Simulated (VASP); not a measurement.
Here is a VASP 6.6.1 calculation.

File INCAR:

```
SYSTEM = Ge
  PREC = Accurate
  ENCUT = 520
  EDIFF = 1E-7
  ISMEAR = 0
  SIGMA = 0.1
  LREAL = .FALSE.
  LASPH = .TRUE.
  NELM = 60
  ALGO = Normal
  ISIF = 2
  LWAVE = .FALSE.
  LCHARG = .FALSE.
  GGA = PE
  NBANDS = 51
```

KPOINTS

```
regular mesh
0
G
  4 4 6
  0 0 0
```

The input POSCAR:

```
Ge
1.0
    2.5800533700     -5.5027186700      0.0000000000
    2.5800533700      5.5027186700      0.0000000000
    0.0000000000      0.0000000000      3.6670939700
Ge
6
Direct
    0.1019200500      0.3216338200      0.5000000000
    0.8980799500      0.6783661800      0.5000000000
    0.3216338200      0.1019200500      0.5000000000
    0.6783661800      0.8980799500      0.5000000000
    0.0000000000      0.5000000000      0.0000000000
    0.5000000000      0.0000000000      0.0000000000
```

Potentials or basis: VASP PAW PBE potentials, release 64 (Ge_d).

Launch:

```bash
$ cat potpaw_PBE.64/Ge_d/POTCAR > POTCAR
$ mpirun -np 1 vasp_std > vasp.out
```

Task: What does it give for the pressure?

Result: 31.3 GPa.

Task: What does it give for the band gap on the k mesh?

Result: Zero (bands 42 and 43 overlap by 2.57 eV).

Stress tensor (GPa, compression positive):
```
40.47  0.00  0.00
 0.00 26.85  0.00
 0.00  0.00 26.44
```

Caveat: the stress differs along the axes, from 26 to 40 GPa; forces of over 1 eV/Å act on the atoms, so gaps and moduli don't describe the material at rest.
